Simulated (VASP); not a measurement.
Write the native input for VASP 6.6.1 that does the following.

* Task: single point
* Functional: revPBE
* Potentials or basis: VASP PAW PBE potentials, release 64 (As)
* Cutoff: 520 eV
* k mesh: 10 × 10 × 10
* Occupations: fermi-dirac, width 0.1 eV
* Spin: no spin polarisation
* Dipole correction: no
* Further INCAR settings: ALGO = Normal; EDIFF = 1e-06; NBANDS = 12

The structure of As lies in POSCAR:

```
As
1.0
    0.0000000000      3.2011407270      3.2011407270
    3.2011407270      0.0000000000      3.2011407270
    3.2011407270      3.2011407270      0.0000000000
As
2
Direct
    0.1250000000      0.1250000000      0.1250000000
    0.8750000000      0.8750000000      0.8750000000
```

This cell differs from its parent crystal: volume scaled by 1.12.

One way to write it, as run:

INCAR

```
ALGO     = Normal         # electronic algorithm
EDIFF    = 1E-6           # SCF threshold, eV
ENCUT    = 520            # plane-wave cutoff, eV
GGA      = RE             # functional
ISIF     = 2              # what is computed and relaxed
ISMEAR   = -1             # smearing method
LASPH    = True           # aspherical terms in the spheres
LCHARG   = False          # write CHGCAR
LREAL    = False          # projectors in reciprocal space
LWAVE    = False          # write WAVECAR
NBANDS   = 12             # bands
NELM     = 60             # most SCF steps
PREC     = Accurate       # precision mode
SIGMA    = 0.1            # smearing width, eV
```

KPOINTS

```
k-points
0
Gamma
  10 10 10
```

Potentials or basis: VASP PAW PBE potentials, release 64 (As).

Launch:

```bash
$ cat potpaw_PBE.64/As/POTCAR > POTCAR
$ mpirun -np 1 vasp_std > vasp.out
```

It gave:

| Item | Value |
| --- | --- |
| Pressure | -4.0 GPa |
| Band gap on the k mesh | zero (band 5 reaches 2.52 eV, above the bottom of band 6 at 1.51 eV) |

Caveat: the PAW data sets were made with another functional, which shifts forces and pressure a little.

Wall time 51 s on 1 thread of Intel(R) Xeon(R) Platinum 8259CL CPU @ 2.50GHz (Skylake/Cascade Lake), on a shared host, peak memory 0.21 GiB.
